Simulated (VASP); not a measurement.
MnCu: single point with PBE

MnCu:

```xyz
2
Lattice="-1.8852 -1.8852 -3.6930 -1.8852 -3.6930 -1.8852 -3.6930 -1.8852 -1.8852" Properties=species:S:1:pos:R:3 pbc="T T T"
Mn    0.0000    0.0000    0.0000
Cu   -3.7317   -3.7317   -3.7317
```

* Program: VASP 6.6.1
* Task: single point
* Functional: PBE
* Potentials or basis: VASP PAW PBE potentials, release 64 (Mn_pv, Cu)
* Cutoff: 520 eV
* k mesh: 18 × 18 × 18
* Occupations: gaussian, width 0.1 eV
* Spin: no spin polarisation

| Quantity | Value |
| --- | --- |
| Pressure | -12.7 GPa |
| Band gap on the k mesh | zero (bands 12 and 13 overlap by 1.13 eV) |

Stress tensor (GPa, compression positive):
```
-12.69   3.13   3.13
  3.13 -12.69   3.13
  3.13   3.13 -12.69
```

Levels at points of the mesh, in eV from the Fermi level:
```
           k point  band 10  band 11  band 12  band 13  band 14  band 15
(0.00, 0.00, 0.00)    -2.22    -0.65    -0.52    -0.52     0.75     0.75
(0.50, 0.00, 0.00)    -1.64    -1.29     0.11     1.59     1.65     3.22
(0.50, 0.50, 0.00)    -0.84    -0.28     0.47     0.57     1.65     2.34
(0.50, 0.50, 0.50)    -2.23    -1.75    -0.65    -0.65     0.62     0.62
```

It took 6.1 min on 1 thread of Intel(R) Xeon(R) 6975P-C (Granite Rapids), on a shared host, peak memory 0.43 GiB.

Caveat: the cell stands under tension; the run has no spin polarisation, though such a crystal can be magnetic. Spin polarisation is off, so any magnetic state and its effect on volume and gap are missing.
